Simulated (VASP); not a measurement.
# Al (P6_3/mmc) in VASP: further runs

Al is run at these levels: LDA; tasks: single point.

Program: VASP 6.6.1. These are calculated values, not measurements. Logs are shortened: lines on timing, memory, paths and dates and some standing lists are left out, and cuts for length are marked.

**1. The cell of the first run**

Symmetry: P6_3/mmc, No. 194, hexagonal system. Conventional cell: a = 2.845 Å, b = 2.845 Å, c = 4.920 Å, α = 90.00°, β = 90.00°, γ = 120.00°. Al (site symmetry -6m2) has 12 Al at 2.84 to 2.96 Å within 3.7 Å.

**2. Single point, LDA**

INCAR reads:

```
PREC     = Accurate       # precision mode
ENCUT    = 520            # plane-wave cutoff, eV
EDIFF    = 1E-7           # SCF threshold, eV
ISMEAR   = 0              # smearing method
SIGMA    = 0.15           # smearing width, eV
LREAL    = F              # projectors in reciprocal space
LASPH    = T              # aspherical terms in the spheres
NELM     = 60             # most SCF steps
ALGO     = Fast           # electronic algorithm
ISIF     = 2              # what is computed and relaxed
LWAVE    = F              # write WAVECAR
LCHARG   = F              # write CHGCAR
NBANDS   = 10             # bands
```

KPOINTS reads:

```
Automatic mesh
0
Gamma
  18 18 10
```

POSCAR reads:

```
Al
1.0
    2.8445000000      0.0000000000      0.0000000000
   -1.4222500000      2.4634092611      0.0000000000
    0.0000000000      0.0000000000      4.9205000000
Al
2
Direct
    0.6666666667      0.3333333333      0.7500000000
    0.3333333333      0.6666666667      0.2500000000
```

Potentials or basis: VASP PAW LDA potentials, release 64 (Al).

Run with:

```console
cat potpaw_LDA.64/Al/POTCAR > POTCAR
mpirun -np 1 vasp_std > vasp.out
```

OUTCAR:

```text
PREC = Accurate
   ENCUT = 520
   EDIFF = 1E-7
   ISMEAR = 0
   LREAL = F
   LASPH = T
   NELM = 60
   ISIF = 2

 ion  position               nearest neighbor table
   1  0.667  0.333  0.750-   2 2.96   2 2.96   2 2.96   2 2.96   2 2.96   2 2.96
   2  0.333  0.667  0.250-   1 2.96   1 2.96   1 2.96   1 2.96   1 2.96   1 2.96

  LATTYP: Found a hexagonal cell.
 ALAT       =     2.8445000000
 C/A-ratio  =     1.7298294955

  Lattice vectors:

 A1 = (   2.8445000000,   0.0000000000,   0.0000000000)
 A2 = (  -1.4222500000,   2.4634092611,   0.0000000000)
 A3 = (   0.0000000000,   0.0000000000,   4.9205000000)

Analysis of symmetry for initial positions (statically):
=====================================================================
 Subroutine PRICEL returns:
 Original cell was already a primitive cell.

 Routine SETGRP: Setting up the symmetry group for a
 hexagonal supercell.

 Subroutine GETGRP returns: Found 24 space group operations
 (whereof 12 operations were pure point group operations)
 out of a pool of 24 trial point group operations.

The static configuration has the point symmetry D_3d.
 The point group associated with its full space group is D_6h.

Analysis of symmetry for dynamics (positions and initial velocities):
=====================================================================
 Subroutine PRICEL returns:
 Original cell was already a primitive cell.

 Routine SETGRP: Setting up the symmetry group for a
 hexagonal supercell.

 Subroutine GETGRP returns: Found 24 space group operations
 (whereof 12 operations were pure point group operations)
 out of a pool of 24 trial point group operations.

The dynamic configuration has the point symmetry D_3d.
 The point group associated with its full space group is D_6h.

 Subroutine INISYM returns: Found 24 space group operations
 (whereof 12 operations are pure point group operations),
 and found     1 'primitive' translations

----------------------------------------------------------------------------------------

                                     Primitive cell

  volume of cell :      34.4788

  direct lattice vectors                    reciprocal lattice vectors
     2.844500000  0.000000000  0.000000000     0.351555634  0.202970740  0.000000000
    -1.422250000  2.463409261  0.000000000     0.000000000  0.405941479  0.000000000
     0.000000000  0.000000000  4.920500000     0.000000000  0.000000000  0.203231379

  length of vectors
     2.844500000  2.844500000  4.920500000     0.405941479  0.405941479  0.203231379

  position of ions in fractional coordinates (direct lattice)
     0.666666667  0.333333333  0.750000000
     0.333333333  0.666666667  0.250000000

  ion indices of the primitive-cell ions
   primitive index   ion index
                 1           1
                 2           2

----------------------------------------------------------------------------------------

 KPOINTS: Automatic mesh

Automatic generation of k-mesh.
 Grid dimensions read from file:
 generate k-points for:   18   18   10

 Generating k-lattice:

  Cartesian coordinates                     Fractional coordinates (reciprocal lattice)
     0.019530869  0.011276152  0.000000000     0.055555556  0.000000000  0.000000000
     0.000000000  0.022552304  0.000000000     0.000000000  0.055555556  0.000000000
     0.000000000  0.000000000  0.020323138     0.000000000  0.000000000  0.100000000

  Length of vectors
     0.022552304  0.022552304  0.020323138

  Shift w.r.t. Gamma in fractional coordinates (k-lattice)
     0.000000000  0.000000000  0.000000000

 Subroutine IBZKPT returns following result:
 ===========================================

 Found    222 irreducible k-points:

 Following reciprocal coordinates:
            Coordinates               Weight
  0.000000  0.000000  0.000000      1.000000
  0.055556  0.000000  0.000000      6.000000
  0.111111  0.000000  0.000000      6.000000
  0.166667 -0.000000  0.000000      6.000000
  0.222222 -0.000000  0.000000      6.000000
  0.277778  0.000000  0.000000      6.000000
[... 16 lines left out ...]
  0.333333  0.111111  0.000000     12.000000
  0.388889  0.111111  0.000000     12.000000
 [... further k-points ...]
   k-points           NKPTS =    222   k-points in BZ     NKDIM =    222   number of bands    NBANDS=     10
   number of dos      NEDOS =    301   number of ions     NIONS =      2
   total plane-waves  NPLWV =  23040
   dimension x,y,z NGX =    24 NGY =   24 NGZ =   40
   dimension x,y,z NGXF=    48 NGYF=   48 NGZF=   80
   ions per type =               2
   NGX,Y,Z   is equivalent  to a cutoff of  14.03, 14.03, 13.51 a.u.
   NGXF,Y,Z  is equivalent  to a cutoff of  28.05, 28.05, 27.03 a.u.
 SYSTEM =  unknown system
   PREC   = accura    normal or accurate (medium, high low for compatibility)
   ISTART =      0    job   : 0-new  1-cont  2-samecut
   ICHARG =      2    charge: 1-file 2-atom 10-const
   ISPIN  =      1    spin polarized calculation?
   LNONCOLLINEAR =      F non collinear calculations
   LSORBIT =      F    spin-orbit coupling
   LASPH  =      T    aspherical Exc in radial PAW
   ENCUT  =  520.0 eV  38.22 Ry    6.18 a.u.   5.29  5.29  9.15*2*pi/ulx,y,z
   NELM   =     60;   NELMIN=  2; NELMDL= -5     # of ELM steps
   EDIFF  = 0.1E-06   stopping-criterion for ELM
   LREAL  =      F    real-space projection
   EDIFFG = 0.1E-05   stopping-criterion for IOM
   NSW    =      0    number of steps for IOM
   IBRION =     -1    ionic relax: 0-MD 1-quasi-New 2-CG
   NFREE  =      0    steps in history (QN), initial steepest desc. (CG)
   ISIF   =      2    stress and relaxation
   ISYM   =      2    0-nonsym 1-usesym 2-fastsym
   POTIM  = 0.5000    time-step for ionic-motion
   TEBEG  =    0.0;   TEEND  =   0.0 temperature during run
   PSTRESS=    0.0 pullay stress
   NELECT =       6.0000    total number of electrons
   NUPDOWN=      -1.0000    fix difference up-down
   EMIN   =  10.00;   EMAX   =-10.00  energy-range for DOS
   EFERMI =   0.00;   METHOD = LEGACY
   ISMEAR =     0;   SIGMA  =   0.15  broadening in eV -4-tet -1-fermi 0-gaus
   EFERMI_NEDOS =   21; number of points for ismear=-14 and -15
   IALGO  =     68    algorithm
   IMIX   =      4    mixing-type and parameters
     AMIX     =   0.40;   BMIX     =  1.00
     AMIX_MAG =   1.60;   BMIX_MAG =  1.00
  volume/ion in A,a.u.               =      17.24       116.34
  Fermi-wavevector in a.u.,A,eV,Ry     =   0.913990  1.727190 11.365998  0.835377
  Thomas-Fermi vector in A             =   2.038565
   LORBIT       =      0    0 simple, 1 ext, 2 COOP (PROOUT), +10 PAW based schemes
   GGA     = CA    functional components
   LHFCALC =     F    Hartree Fock is set to
   AEXX    =    0.0000 exact exchange contribution
   IVDW    =     0    specifies the selected vdW correction
   LEPSILON=     F    determine dielectric tensor
   LRPA    =     F    only Hartree local field effects (RPA)
 non-spin polarized calculation
 RMM-DIIS sequential band-by-band and
 Gauss-broadening in eV      SIGMA  =   0.15
  energy-cutoff  :      520.00
  volume of cell :       34.48
 maximum number of plane-waves:       942
 NGX is ok and might be reduce to    24
   NGX = 11   NGY = 11   NGZ = 19

 number of electron       6.0000000 magnetization

 Free energy of the ion-electron system (eV)
  ---------------------------------------------------
  ext. energy  EPLUGINS =         0.00000000
  ---------------------------------------------------
  free energy    TOTEN  =        -8.26970012 eV

  energy without entropy =       -8.26022749  energy(sigma->0) =       -8.26496381

 E-fermi :   7.3184     XC(G=0): -10.1818

 val. band max:        7.3051993283   @ k =   0.3889   0.1667   0.2000
 cond. band min:       7.3331214155   @ k =   0.4444   0.1111   0.1000
 fundamental gap:      0.0279220872
 Fermi energy:         7.3184217263

 k-point     1 :       0.0000    0.0000    0.0000
  band No.  band energies     occupation
      1      -3.4629      2.00000
      2       2.3213      2.00000
      3       2.7065      2.00000
      4      18.3305      0.00000
      5      18.3441      0.00000
      6      18.3441      0.00000
      7      18.7401      0.00000
      8      18.7401      0.00000
      9      19.2039      0.00000
     10      21.6398      0.00000

 k-point     2 :       0.0556    0.0000    0.0000
  band No.  band energies     occupation
      1      -3.3878      2.00000
      2       2.3953      2.00000
      3       2.7766      2.00000
      4      16.7497      0.00000
      5      17.4313      0.00000
      6      18.1502      0.00000
      7      19.2353      0.00000
      8      19.3253      0.00000
      9      19.7819      0.00000
     10      21.4386      0.00000

 k-point     3 :       0.1111    0.0000    0.0000
  band No.  band energies     occupation
      1      -3.1627      2.00000
      2       2.6164      2.00000
      3       2.9872      2.00000
      4      14.7028      0.00000
      5      16.4757      0.00000
      6      17.6265      0.00000
      7      18.9915      0.00000
      8      19.2329      0.00000
      9      20.3206      0.00000
     10      20.7927      0.00000

 k-point     4 :       0.1667   -0.0000    0.0000
  band No.  band energies     occupation
      1      -2.7884      2.00000
      2       2.9827      2.00000
      3       3.3381      2.00000
      4      12.6565      0.00000
      5      15.6446      0.00000
      6      16.8243      0.00000
      7      17.7268      0.00000
      8      18.2450      0.00000
      9      20.0342      0.00000
     10      20.1449      0.00000

 k-point     5 :       0.2222   -0.0000    0.0000
  band No.  band energies     occupation
      1      -2.2661      2.00000
      2       3.4904      2.00000
      3       3.8291      2.00000
      4      10.6902      0.00000
      5      14.9418      0.00000
      6      15.5474      0.00000
      7      16.4196      0.00000
      8      16.6750      0.00000
      9      19.5729      0.00000
     10      20.2088      0.00000

 k-point     6 :       0.2778    0.0000    0.0000
  band No.  band energies     occupation
      1      -1.5974      2.00000
      2       4.1308      2.00000
      3       4.4599      2.00000
      4       8.8365      0.00000
      5      13.9752      0.00000
      6      14.3674      0.00000
      7      14.5948      0.00000
      8      16.0022      0.00000
      9      19.0599      0.00000
     10      20.2082      0.00000
[... 183 lines left out ...]
 k-point    21 :       0.2222    0.1111    0.0000
  band No.  band energies     occupation
      1      -1.3752      2.00000
      2       4.3428      2.00000
      3       4.6700      2.00000
      4       9.0405      0.00000
      5      11.4586      0.00000
      6      14.4366      0.00000
      7      14.7308      0.00000
      8      16.7362      0.00000
      9      17.5650      0.00000
     10      18.8569      0.00000

 k-point    22 :       0.2778    0.1111    0.0000
  band No.  band energies     occupation
      1      -0.5636      2.00000
      2       5.0763      2.00000
      3       5.4388      2.00000
      4       7.3457      0.79723
      5      10.9234      0.00000
      6      12.8930      0.00000
      7      13.0482      0.00000
      8      16.3236      0.00000
      9      17.0267      0.00000
     10      18.4812      0.00000

 k-point    23 :       0.3333    0.1111    0.0000
  band No.  band energies     occupation
      1       0.3891      2.00000
      2       5.3249      2.00000
      3       6.3418      2.00000
      4       6.3856      2.00000
      5      10.3829      0.00000
      6      11.4726      0.00000
      7      11.5897      0.00000
      8      16.0239      0.00000
      9      16.6532      0.00000
     10      18.1924      0.00000

 k-point    24 :       0.3889    0.1111    0.0000
  band No.  band energies     occupation
      1       1.4785      2.00000
      2       4.0435      2.00000
      3       7.1943      1.75823
      4       7.3598      0.69661
      5       9.5061      0.00000
      6      10.0457      0.00000
      7      10.8849      0.00000
      8      15.8423      0.00000
      9      16.4316      0.00000
     10      18.0133      0.00000

 [... further k-points ...]

------------------------ aborting loop because EDIFF is reached ----------------------------------------

  FORCE on cell =-STRESS in cart. coord.  units (eV):
  Direction    XX          YY          ZZ          XY          YZ          ZX
  --------------------------------------------------------------------------------------
  -------------------------------------------------------------------------------------
  Total       -1.0103925     -1.0103925     -1.2283069      0.0000000      0.0000000      0.0000000
  in kB      -46.9514422    -46.9514422    -57.0776035      0.0000000      0.0000000      0.0000000
  external PRESSURE =     -50.3268293 kB  Pullay stress =       0.0000000 kB

 VOLUME and BASIS-vectors are now :
 -----------------------------------------------------------------------------
  energy-cutoff  :      520.00
  volume of cell :       34.48
      direct lattice vectors                 reciprocal lattice vectors
     2.844500000  0.000000000  0.000000000     0.351555634  0.202970740  0.000000000
    -1.422250000  2.463409261  0.000000000     0.000000000  0.405941479  0.000000000
     0.000000000  0.000000000  4.920500000     0.000000000  0.000000000  0.203231379

 POSITION                                       TOTAL-FORCE (eV/Angst)
 -----------------------------------------------------------------------------------
      1.42225      0.82114      3.69037        -0.000000      0.000000      0.000000
     -0.00000      1.64227      1.23012         0.000000     -0.000000      0.000000
 -----------------------------------------------------------------------------------
    total drift:                                0.000000     -0.000000     -0.000000

  FREE ENERGIE OF THE ION-ELECTRON SYSTEM (eV)
  ---------------------------------------------------
  free  energy   TOTEN  =        -8.2697001227 eV

  energy  without entropy=       -8.2602274888  energy(sigma->0) =       -8.26496381
```

Wall time 64 s (1 thread of AMD EPYC 7R13 (Zen 3), shared host); peak memory 0.14 GiB.

Results:

```yaml
Free_energy: -8.2697 eV
Pressure: -5.0 GPa
Band_gap_on_the_k_mesh: zero (band 3 reaches 10.96 eV, above the bottom of band 4 at 4.28 eV)
```

Levels at points of the mesh, in eV from the Fermi level:
```csv
k point,band 1,band 2,band 3,band 4,band 5,band 6
"(0.00, 0.00, 0.00)",-10.78,-5.00,-4.61,11.01,11.03,11.03
"(0.50, 0.00, 0.00)",-4.92,-4.74,0.55,0.66,1.21,1.57
"(0.00, 0.00, 0.50)",-9.27,-9.27,2.36,2.36,12.18,12.18
"(0.50, 0.00, 0.50)",-3.65,-3.65,-3.04,-3.04,7.33,7.33
```

**3. Single point, LDA**

This run uses another cell than the first one, of 17.08 Å³/atom, 0.991 times its volume.

INCAR reads:

```
PREC = Accurate
ENCUT = 520
EDIFF = 1E-6
ISMEAR = 0
SIGMA = 0.15
LREAL = F
LASPH = T
NELM = 80
ALGO = Normal
ISIF = 2
LWAVE = F
LCHARG = T
GGA = CA
LELF = T
LVHAR = T
NBANDS = 10
```

KPOINTS is that of step 2.

POSCAR reads:

```
Al
1.0
    2.8655000000      0.0000000000      0.0000000000
   -1.4327500000      2.4815957946      0.0000000000
    0.0000000000      0.0000000000      4.8034000000
Al
2
Direct
    0.6666666667      0.3333333333      0.7500000000
    0.3333333333      0.6666666667      0.2500000000
```

Potentials or basis: VASP PAW LDA potentials, release 64 (Al).

Run with:

```console
cat potpaw_LDA.64/Al/POTCAR > POTCAR
mpirun -np 1 vasp_std > vasp.out
```

It took 39 s on 1 thread of AMD EPYC 7R13 (Zen 3), shared host; peak memory 0.14 GiB.

It converged, with:

- Free energy: -8.2808 eV
- Pressure: -4.7 GPa
- Band gap on the k mesh: zero (band 3 reaches 11.28 eV, above the bottom of band 4 at 4.30 eV)

Levels at points of the mesh, in eV from the Fermi level:
| k point | band 1 | band 2 | band 3 | band 4 | band 5 | band 6 |
| --- | --- | --- | --- | --- | --- | --- |
| (0.00, 0.00, 0.00) | -10.85 | -4.65 | -4.52 | 10.59 | 10.59 | 11.08 |
| (0.50, 0.00, 0.00) | -5.09 | -4.87 | 0.63 | 0.83 | 1.45 | 1.57 |
| (0.00, 0.00, 0.50) | -9.26 | -9.26 | 2.90 | 2.90 | 11.84 | 11.84 |
| (0.50, 0.00, 0.50) | -3.73 | -3.73 | -3.12 | -3.12 | 7.06 | 7.06 |

**4. Single point, LDA**

This run uses another cell than the first one, of 17.12 Å³/atom, 0.993 times its volume.

INCAR reads:

```
SYSTEM = Al
ALGO = Normal
EDIFF = 1E-7
ENCUT = 520
GGA = CA
ISIF = 2
ISMEAR = 0
LASPH = .True.
LCHARG = .True.
LELF = .True.
LREAL = .False.
LVHAR = .True.
LWAVE = .False.
NBANDS = 10
NELM = 100
PREC = Accurate
SIGMA = 0.15
```

KPOINTS reads:

```
k-points
0
Gamma
  18 18 10
  0 0 0
```

POSCAR reads:

```
Al
1.0
    2.8865000000      0.0000000000      0.0000000000
   -1.4432500000      2.4997823280      0.0000000000
    0.0000000000      0.0000000000      4.7448000000
Al
2
Direct
    0.6666666667      0.3333333333      0.7500000000
    0.3333333333      0.6666666667      0.2500000000
```

Run with:

```console
cat potpaw_LDA.64/Al/POTCAR > POTCAR
mpirun -np 1 vasp_std > vasp.out
```

Run time: 46 s. Hardware: 1 thread of AMD EPYC 7R13 (Zen 3), shared host; peak memory 0.14 GiB.

The run converged. Its results:

```yaml
Free_energy: -8.2786 eV
Pressure: -4.8 GPa
Band_gap_on_the_k_mesh: zero (band 3 reaches 11.43 eV, above the bottom of band 4 at 4.24 eV)
```

Stress tensor (GPa, compression positive):
```
-4.79  0.00  0.00
 0.00 -4.79  0.00
 0.00  0.00 -4.89
```

Levels at points of the mesh, in eV from the Fermi level:
| k point | band 1 | band 2 | band 3 | band 4 | band 5 | band 6 |
| --- | --- | --- | --- | --- | --- | --- |
| (0.00, 0.00, 0.00) | -10.84 | -4.42 | -4.42 | 10.25 | 10.25 | 10.81 |
| (0.50, 0.00, 0.00) | -5.19 | -4.93 | 0.62 | 0.99 | 1.57 | 1.59 |
| (0.00, 0.00, 0.50) | -9.21 | -9.21 | 3.24 | 3.24 | 11.55 | 11.55 |
| (0.50, 0.00, 0.50) | -3.77 | -3.77 | -3.16 | -3.16 | 6.85 | 6.85 |

**5. Summary**

```csv
cell,gap on the mesh (eV),pressure (GPa)
"a = 2.845, b = 2.845, c = 4.920 Å, angles 90.0, 90.0, 120.0°, 2 atoms",none,-5.0
"a = 2.865, b = 2.866, c = 4.803 Å, angles 90.0, 90.0, 120.0°, 2 atoms",none,-4.7
"a = 2.886, b = 2.886, c = 4.745 Å, angles 90.0, 90.0, 120.0°, 2 atoms",none,-4.8
```

Alike in all rows: task single point; level LDA; potentials or basis VASP PAW LDA potentials, release 64 (Al); no spin polarisation; k mesh 18 × 18 × 10; cutoff (eV) 520; smearing gaussian 0.15 eV.

Absolute energies hang on the potentials; compare differences alone.
